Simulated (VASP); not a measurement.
Wanted: the native input for a VASP 6.6.1 run.

```
Task                               : single point
Functional                         : r2SCAN0
Potentials or basis                : VASP PAW PBE potentials, release 64 (Sb)
Cutoff                             : 520 eV
k mesh                             : 5 × 5 × 5
Occupations                        : fermi-dirac, width 0.05 eV
Spin                               : no spin polarisation
Dipole correction                  : no
Grid for exact exchange (PRECFOCK) : Normal
Further INCAR settings             : ALGO = Normal; EDIFF = 1e-06; NBANDS = 8
```

The system is Sb.

```
Sb
1.0
    -1.87134    1.87134    1.87134
     1.87134   -1.87134    1.87134
     1.87134    1.87134   -1.87134
Sb
1
Cartesian
  0.0000 0.0000 0.0000
```

The input as run:

POSCAR

```
Sb
1.0
   -1.8713408863      1.8713408863      1.8713408863
    1.8713408863     -1.8713408863      1.8713408863
    1.8713408863      1.8713408863     -1.8713408863
Sb
1
Direct
    0.0000000000      0.0000000000      0.0000000000
```

INCAR.step1

```
SYSTEM = Sb
PREC     = Accurate       ! precision mode
ENCUT    = 520            ! plane-wave cutoff, eV
EDIFF    = 1E-5           ! SCF threshold, eV
ISMEAR   = -1             ! smearing method
SIGMA    = 0.05           ! smearing width, eV
LREAL    = .False.        ! projectors in reciprocal space
LASPH    = .True.         ! aspherical terms in the spheres
NELM     = 80             ! most SCF steps
ALGO     = Normal         ! electronic algorithm
ISIF     = 2              ! what is computed and relaxed
LWAVE    = .True.         ! write WAVECAR
LCHARG   = .False.        ! write CHGCAR
GGA      = PE             ! functional
NBANDS   = 8              ! bands
```

INCAR.step2

```
SYSTEM = Sb
PREC     = Accurate       ! precision mode
ENCUT    = 520            ! plane-wave cutoff, eV
EDIFF    = 1E-6           ! SCF threshold, eV
ISMEAR   = -1             ! smearing method
SIGMA    = 0.05           ! smearing width, eV
LREAL    = .False.        ! projectors in reciprocal space
LASPH    = .True.         ! aspherical terms in the spheres
NELM     = 80             ! most SCF steps
ALGO     = Normal         ! electronic algorithm
ISIF     = 2              ! what is computed and relaxed
LWAVE    = .False.        ! write WAVECAR
LCHARG   = .False.        ! write CHGCAR
METAGGA  = R2SCAN         ! meta-GGA
LHFCALC  = .True.         ! exact exchange
AEXX     = 0.25           ! exact-exchange fraction
LMIXTAU  = .True.       
PRECFOCK = Normal       
ISTART   = 1            
NBANDS   = 8              ! bands
```

KPOINTS

```
Automatic mesh
0
Gamma
  5 5 5
  0 0 0
```

Potentials or basis: VASP PAW PBE potentials, release 64 (Sb).

Launch:

```console
$ cat potpaw_PBE.64/Sb/POTCAR > POTCAR
$ cp INCAR.step1 INCAR
$ mpirun -np 1 vasp_std > vasp.out
$ cp INCAR.step2 INCAR
$ mpirun -np 1 vasp_std > vasp.out
```

It gave:

```yaml
Pressure: -3.5 GPa
```

Caveat: the k points lie up to 0.47 Å⁻¹ apart; the PAW data sets were made with another functional, which shifts forces and pressure a little.

It took 2.3 min on 1 thread of AMD EPYC 9R45 (Zen 5) (shared host), peak memory 0.12 GiB.
